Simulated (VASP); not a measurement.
# CaB3Sb3 (Pm-3m) in VASP: single point with PBE

Aim: the single point of CaB3Sb3 with PBE.

All numbers are computed with VASP 6.6.1; they aren't measurements. Logs are shortened: lines on timing, memory, paths and dates and some standing lists are left out, and cuts for length are marked.

### Step 1. The cell of the first run

Symmetry: Pm-3m, No. 221, cubic system. Conventional cell: a = 5.125 Å, b = 5.125 Å, c = 5.125 Å, α = 90.00°, β = 90.00°, γ = 90.00°. Ca (site symmetry m-3m) has 6 B at 2.56 Å within 3.4 Å. Within 3.4 Å of B (site symmetry 4/mmm) lie 2 Ca at 2.56 Å and 4 Sb at 2.56 Å. Sb (site symmetry 4/mmm) has 4 B at 2.56 Å within 3.4 Å.

### Step 2. Single point, PBE

The input, INCAR:

```
SYSTEM = CaB3Sb3
PREC = Accurate
ENCUT = 520
EDIFF = 1E-7
ISMEAR = 0
SIGMA = 0.1
LREAL = .False.
LASPH = .True.
NELM = 60
ALGO = Normal
ISIF = 2
LWAVE = .False.
LCHARG = .True.
GGA = PE
LELF = .True.
LVHAR = .True.
NBANDS = 26
```

The input, KPOINTS:

```
Automatic mesh
0
Gamma
  8 8 8
  0 0 0
```

The input, POSCAR:

```
CaB3Sb3
1.0
    5.1251077910      0.0000000000      0.0000000000
    0.0000000000      5.1251077910      0.0000000000
    0.0000000000      0.0000000000      5.1251077910
Ca B Sb
1 3 3
Direct
    0.0000000000      0.0000000000      0.0000000000
    0.0000000000      0.5000000000      0.0000000000
    0.5000000000      0.0000000000      0.0000000000
    0.0000000000      0.0000000000      0.5000000000
    0.0000000000      0.5000000000      0.5000000000
    0.5000000000      0.0000000000      0.5000000000
    0.5000000000      0.5000000000      0.0000000000
```

Potentials or basis: VASP PAW PBE potentials, release 64 (Ca_sv, B, Sb).

Command:

```
> cat potpaw_PBE.64/Ca_sv/POTCAR potpaw_PBE.64/B/POTCAR potpaw_PBE.64/Sb/POTCAR > POTCAR
> mpirun -np 1 vasp_std > vasp.out
```

OUTCAR:

```text
SYSTEM = CaB3Sb3
   PREC = Accurate
   ENCUT = 520
   EDIFF = 1E-7
   ISMEAR = 0
   LREAL = .False.
   LASPH = .True.
   NELM = 60
   ISIF = 2
   GGA = PE

 ion  position               nearest neighbor table
   1  0.000  0.000  0.000-   2 2.56   3 2.56   4 2.56   4 2.56   2 2.56   3 2.56
   2  0.000  0.500  0.000-   1 2.56   5 2.56   7 2.56   5 2.56   1 2.56   7 2.56
   3  0.500  0.000  0.000-   1 2.56   6 2.56   7 2.56   6 2.56   7 2.56   1 2.56
   4  0.000  0.000  0.500-   1 2.56   5 2.56   6 2.56   1 2.56   5 2.56   6 2.56
   5  0.000  0.500  0.500-   2 2.56   4 2.56   2 2.56   4 2.56   6 3.62   7 3.62   7 3.62   6 3.62
                             6 3.62   7 3.62   7 3.62   6 3.62
   6  0.500  0.000  0.500-   3 2.56   4 2.56   3 2.56   4 2.56   5 3.62   7 3.62   5 3.62   7 3.62
                             7 3.62   7 3.62   5 3.62   5 3.62
   7  0.500  0.500  0.000-   2 2.56   3 2.56   3 2.56   2 2.56   5 3.62   6 3.62   5 3.62   6 3.62
                             6 3.62   6 3.62   5 3.62   5 3.62

  LATTYP: Found a simple cubic cell.
 ALAT       =     5.1251077910

  Lattice vectors:

 A1 = (   5.1251077910,   0.0000000000,   0.0000000000)
 A2 = (   0.0000000000,   5.1251077910,   0.0000000000)
 A3 = (   0.0000000000,   0.0000000000,   5.1251077910)

Analysis of symmetry for initial positions (statically):
=====================================================================
 Subroutine PRICEL returns:
 Original cell was already a primitive cell.

 Routine SETGRP: Setting up the symmetry group for a
 simple cubic supercell.

 Subroutine GETGRP returns: Found 48 space group operations
 (whereof 48 operations were pure point group operations)
 out of a pool of 48 trial point group operations.

The static configuration has the point symmetry O_h .

Analysis of symmetry for dynamics (positions and initial velocities):
=====================================================================
 Subroutine PRICEL returns:
 Original cell was already a primitive cell.

 Routine SETGRP: Setting up the symmetry group for a
 simple cubic supercell.

 Subroutine GETGRP returns: Found 48 space group operations
 (whereof 48 operations were pure point group operations)
 out of a pool of 48 trial point group operations.

The dynamic configuration has the point symmetry O_h .

 Subroutine INISYM returns: Found 48 space group operations
 (whereof 48 operations are pure point group operations),
 and found     1 'primitive' translations

----------------------------------------------------------------------------------------

                                     Primitive cell

  volume of cell :     134.6198
[... 107 lines left out ...]
   POTIM  = 0.5000    time-step for ionic-motion
   TEBEG  =    0.0;   TEEND  =   0.0 temperature during run
   PSTRESS=    0.0 pullay stress
   NELECT =      34.0000    total number of electrons
   NUPDOWN=      -1.0000    fix difference up-down
   EMIN   =  10.00;   EMAX   =-10.00  energy-range for DOS
   EFERMI =   0.00;   METHOD = LEGACY
   ISMEAR =     0;   SIGMA  =   0.10  broadening in eV -4-tet -1-fermi 0-gaus
   EFERMI_NEDOS =   21; number of points for ismear=-14 and -15
   IALGO  =     38    algorithm
   IMIX   =      4    mixing-type and parameters
     AMIX     =   0.40;   BMIX     =  1.00
     AMIX_MAG =   1.60;   BMIX_MAG =  1.00
  volume/ion in A,a.u.               =      19.23       129.78
  Fermi-wavevector in a.u.,A,eV,Ry     =   1.034820  1.955526 14.569831  1.070852
  Thomas-Fermi vector in A             =   2.169134
   LORBIT       =      0    0 simple, 1 ext, 2 COOP (PROOUT), +10 PAW based schemes
   GGA     = PE    functional components
   LHFCALC =     F    Hartree Fock is set to
   AEXX    =    0.0000 exact exchange contribution
   IVDW    =     0    specifies the selected vdW correction
   LEPSILON=     F    determine dielectric tensor
   LRPA    =     F    only Hartree local field effects (RPA)
 non-spin polarized calculation
 Gauss-broadening in eV      SIGMA  =   0.10
  energy-cutoff  :      520.00
  volume of cell :      134.62
 maximum number of plane-waves:      3695
 NGX is ok and might be reduce to    40
   NGX = 19   NGY = 19   NGZ = 19

 number of electron      34.0000001 magnetization

 Free energy of the ion-electron system (eV)
  ---------------------------------------------------
  ext. energy  EPLUGINS =         0.00000000
  ---------------------------------------------------
  free energy    TOTEN  =       -27.45670883 eV

  energy without entropy =      -27.42695244  energy(sigma->0) =      -27.44183063

 E-fermi :   6.5789     XC(G=0): -10.1857

 val. band max:        6.5397763382   @ k =   0.5000   0.2500   0.2500
 cond. band min:       6.5850508001   @ k =   0.3750   0.3750   0.1250
 fundamental gap:      0.0452744619
 Fermi energy:         6.5789407420

 k-point     1 :       0.0000    0.0000    0.0000
  band No.  band energies     occupation
      1     -33.0273      2.00000
      2     -14.1833      2.00000
      3     -14.1833      2.00000
      4     -14.1833      2.00000
      5      -5.7483      2.00000
      6      -2.4526      2.00000
[... 685 lines left out ...]
     25      10.4817      0.00000
     26      11.0961      0.00000

 [... further k-points ...]

------------------------ aborting loop because EDIFF is reached ----------------------------------------

  FORCE on cell =-STRESS in cart. coord.  units (eV):
  Direction    XX          YY          ZZ          XY          YZ          ZX
  --------------------------------------------------------------------------------------
  -------------------------------------------------------------------------------------
  Total        0.0432131      0.0432131      0.0432131     -0.0000000     -0.0000000     -0.0000000
  in kB        0.5143007      0.5143007      0.5143007     -0.0000000     -0.0000000     -0.0000000
  external PRESSURE =       0.5143007 kB  Pullay stress =       0.0000000 kB

 VOLUME and BASIS-vectors are now :
 -----------------------------------------------------------------------------
  energy-cutoff  :      520.00
  volume of cell :      134.62
      direct lattice vectors                 reciprocal lattice vectors
     5.125107791  0.000000000  0.000000000     0.195117847  0.000000000  0.000000000
     0.000000000  5.125107791  0.000000000     0.000000000  0.195117847  0.000000000
     0.000000000  0.000000000  5.125107791     0.000000000  0.000000000  0.195117847

 POSITION                                       TOTAL-FORCE (eV/Angst)
 -----------------------------------------------------------------------------------
      0.00000      0.00000      0.00000         0.000000      0.000000      0.000000
      0.00000      2.56255      0.00000         0.000000      0.000000      0.000000
      2.56255      0.00000      0.00000         0.000000      0.000000      0.000000
      0.00000      0.00000      2.56255         0.000000      0.000000      0.000000
      0.00000      2.56255      2.56255         0.000000      0.000000      0.000000
      2.56255      0.00000      2.56255         0.000000      0.000000      0.000000
      2.56255      2.56255      0.00000         0.000000      0.000000      0.000000
 -----------------------------------------------------------------------------------
    total drift:                                0.000000      0.000000      0.000000

  FREE ENERGIE OF THE ION-ELECTRON SYSTEM (eV)
  ---------------------------------------------------
  free  energy   TOTEN  =       -27.4567088280 eV

  energy  without entropy=      -27.4269524359  energy(sigma->0) =      -27.44183063
```

OSZICAR:

```text
N       E                     dE             d eps       ncg     rms          rms(c)
DAV:   1     0.195098605392E+03    0.19510E+03   -0.13640E+04  1820   0.114E+03
DAV:   2    -0.177013034169E+02   -0.21280E+03   -0.20466E+03  2182   0.247E+02
DAV:   3    -0.303329668803E+02   -0.12632E+02   -0.12168E+02  2652   0.567E+01
DAV:   4    -0.310041551801E+02   -0.67119E+00   -0.66764E+00  3030   0.101E+01
DAV:   5    -0.310123502118E+02   -0.81950E-02   -0.81915E-02  2506   0.117E+00    0.874E+00
DAV:   6    -0.274480409640E+02    0.35643E+01   -0.16371E+01  2198   0.131E+01    0.428E+00
DAV:   7    -0.274566606030E+02   -0.86196E-02   -0.13273E+00  2100   0.464E+00    0.164E+00
DAV:   8    -0.274562399963E+02    0.42061E-03   -0.53637E-02  2548   0.120E+00    0.726E-01
DAV:   9    -0.274566975574E+02   -0.45756E-03   -0.53273E-03  2188   0.493E-01    0.857E-02
DAV:  10    -0.274566861730E+02    0.11384E-04   -0.88070E-04  2900   0.137E-01    0.374E-02
DAV:  11    -0.274567253980E+02   -0.39225E-04   -0.29315E-04  2264   0.801E-02    0.220E-02
DAV:  12    -0.274567105224E+02    0.14876E-04   -0.98078E-05  2096   0.372E-02    0.622E-03
DAV:  13    -0.274567090632E+02    0.14592E-05   -0.69925E-06  2174   0.112E-02    0.226E-03
DAV:  14    -0.274567088200E+02    0.24326E-06   -0.43295E-07  2194   0.304E-03    0.956E-04
DAV:  15    -0.274567088280E+02   -0.80240E-08   -0.97290E-08  1494   0.156E-03
   1 F= -.27456709E+02 E0= -.27441831E+02  d E =-.297564E-01
```

stdout:

```text
POSCAR found type information on POSCAR CaB Sb
 POSCAR found :  3 types and       7 ions
 scaLAPACK will be used
 LDA part: xc-table for (Slater+PW92), standard interpolation
 POSCAR, INCAR and KPOINTS ok, starting setup
 FFT: planning ... GRIDC
 FFT: planning ... GRID_SOFT
 FFT: planning ... GRID
 WAVECAR not read
 entering main loop
```

Run time: 65 s. Hardware: 1 thread of Intel Xeon 6975P-C (Granite Rapids), shared host; peak memory 0.31 GiB.

What came out:

```
Free energy            : -27.4567 eV
Pressure               : 0.1 GPa
Band gap on the k mesh : zero (band 17 reaches 7.42 eV, above the bottom of band 18 at 6.16 eV)
```

Levels at points of the mesh, in eV from the Fermi level:
```tsv
k point	band 14	band 15	band 16	band 17	band 18	band 19	band 20	band 21
(0.00, 0.00, 0.00)	-3.01	-3.01	-3.01	0.43	0.43	0.43	2.01	2.01
(0.50, 0.00, 0.00)	-3.96	-1.07	0.01	0.17	0.17	0.77	0.77	1.45
(0.50, 0.50, 0.00)	-1.80	-1.41	-0.76	-0.14	0.15	1.93	1.93	2.09
(0.50, 0.50, 0.50)	-0.23	0.84	0.84	0.84	1.69	1.69	1.69	2.29
```

Caveat: spin-orbit coupling is left out, which moves the levels of the heavy elements.
